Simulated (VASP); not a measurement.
# MoS2: single point with PBEsol

Crystal: MoS2.

```
Mo S
1.0
     3.23590    0.00000    0.00000
    -1.61795    2.80237    0.00000
     0.00000    0.00000   12.82170
Mo S
2 4
Direct
  0.33333 0.66667 0.25000
  0.66667 0.33333 0.75000
  0.33333 0.66667 0.62599
  0.66667 0.33333 0.12599
  0.33333 0.66667 0.87401
  0.66667 0.33333 0.37401
```

```json
{"Program": "VASP 6.6.1", "Task": "single point", "Functional": "PBEsol", "Potentials or basis": "VASP PAW PBE potentials, release 64 (Mo_sv, S)", "Cutoff": "520 eV", "k mesh": "12 × 12 × 2", "Occupations": "methfessel-paxton, width 0.143 eV", "Spin": "no spin polarisation"}
```

| Quantity | Value |
| --- | --- |
| Pressure | -10.1 GPa |
| Largest force | 1.069 eV/Å |
| Band gap on the k mesh | 0.99 eV, indirect (least direct gap 1.52 eV) |

Forces in eV/Å, atoms in the order of the input:
```
Mo   0.000  0.000  0.000
Mo   0.000  0.000  0.000
S    0.000  0.000  1.069
S    0.000  0.000  1.069
S    0.000  0.000 -1.069
S    0.000  0.000 -1.069
```

Stress tensor (GPa, compression positive):
```
-10.27   0.00   0.00
  0.00 -10.27   0.00
  0.00   0.00  -9.75
```

Levels at points of the mesh, in eV from the valence-band top:
```
           k point  band 22  band 23  band 24  band 25  band 26  band 27  band 28  band 29  band 30  band 31
(0.00, 0.00, 0.00)    -1.94    -1.94    -1.22    -0.89     0.00     2.07     2.07     2.09     2.09     2.22
(0.50, 0.00, 0.00)    -2.29    -1.57    -1.44    -1.21    -1.11     1.55     1.58     1.95     2.14     2.80
(0.00, 0.00, 0.50)    -1.96    -1.96    -1.96    -0.23    -0.23     2.07     2.07     2.07     2.07     2.28
(0.50, 0.00, 0.50)    -2.39    -1.51    -1.51    -1.15    -1.15     1.57     1.57     2.05     2.05     3.12
```

Run time: 110 s on 1 thread of Intel(R) Xeon(R) Platinum 8259CL CPU @ 2.50GHz (Skylake/Cascade Lake) (shared host), peak memory 0.29 GiB.

Caveat: the PAW data sets were made with another functional, which shifts forces and pressure a little; this functional lacks dispersion, which binds the layers, so the pressure and a relaxed spacing across them are unreliable. A k mesh can miss the band edges.
